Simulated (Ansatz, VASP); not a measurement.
## One calculation of GaTe3O2, two programs

Contents of INCAR:

```
PREC = Accurate
ENCUT = 600
EDIFF = 1E-6
ISMEAR = 0
SIGMA = 0.1
LREAL = False
LASPH = True
NELM = 80
ALGO = Normal
ISIF = 3
LWAVE = False
LCHARG = False
GGA = PE
IBRION = 2
NSW = 90
EDIFFG = -0.04
```

File KPOINTS:

```
regular mesh
0
Gamma
  4 4 2
```

File POSCAR:

```
GaTe3O2
1.0
    4.0092565200      0.0000000000      0.0000000000
    0.0000000000      4.0092565200      0.0000000000
    0.0000000000      0.0000000000      8.8327685400
Ga Te O
1 3 2
Direct
    0.0000000000      0.0000000000      0.0000000000
    0.0000000000      0.5000000000      0.3835000100
    0.5000000000      0.0000000000      0.6164999900
    0.5000000000      0.5000000000      0.0000000000
    0.0000000000      0.5000000000      0.7315000300
    0.5000000000      0.0000000000      0.2684999700
```

Input for Ansatz:

```yaml
crystal:
  lattice:
    - [4.00925652, 0.0, 0.0]
    - [0.0, 4.00925652, 0.0]
    - [0.0, 0.0, 8.83276854]
  atoms:
    - { symbol: Ga, position: [0.0, 0.0, 0.0] }
    - { symbol: Te, position: [0.0, 0.5, 0.38350001] }
    - { symbol: Te, position: [0.5, 0.0, 0.61649999] }
    - { symbol: Te, position: [0.5, 0.5, 0.0] }
    - { symbol: O, position: [0.0, 0.5, 0.73150003] }
    - { symbol: O, position: [0.5, 0.0, 0.26849997] }
basis:
  ecutwfc: 420
kpoints:
  mp_grid: { grid: [4, 4, 2] }
hamiltonian:
  xc: pbe
scf:
  occupations: { method: gaussian, width: 0.1 }
  lower_state_search: "off"
output:
  forces: true
  stress: true
  eigenvalues: true
relax:
  adjacent_minimum: "off"
  f_tol: 0.04
  max_steps: 70
  cell: { stress_tol: 0.4 }
```

Change from the starting cell: species swapped into the Ti2CuSb3 type (P-4m2, No. 115).

Alike in both runs: task relaxation of cell and atoms; functional PBE; k mesh 4 × 4 × 2; occupations gaussian, width 0.1 eV; no spin polarisation.

```csv
,VASP,Ansatz
version,VASP 6.6.1,Ansatz 0.2.0
potentials or method,"VASP PAW PBE potentials, release 64 (Ga_d, Te, O), cutoff 600 eV","scalar-relativistic, plane waves, PAW"
valence electrons in the cell,43,73
```

VASP gave:

* gap on the k mesh at the Fermi level, each at its own relaxed structure (eV): none
* relaxed volume (Å³/atom): 24.41
* relaxed length of the cell vector where the two differ most in proportion (Å): 7.906

Question: Estimate Ansatz's values.

Answer: gap on the k mesh at the Fermi level, each at its own relaxed structure (eV): none; relaxed volume (Å³/atom): 24.57; relaxed length of the cell vector where the two differ most in proportion (Å): 7.981.

A gap of «none» marks a metal or a gap that the smearing closes. VASP's potentials hold 43 valence electrons a cell and Ansatz's 73, so a difference there can come from the potentials and not from the codes.

The k mesh is coarse, so the values compare programs but aren't converged. Neither program's run includes spin-orbit coupling.
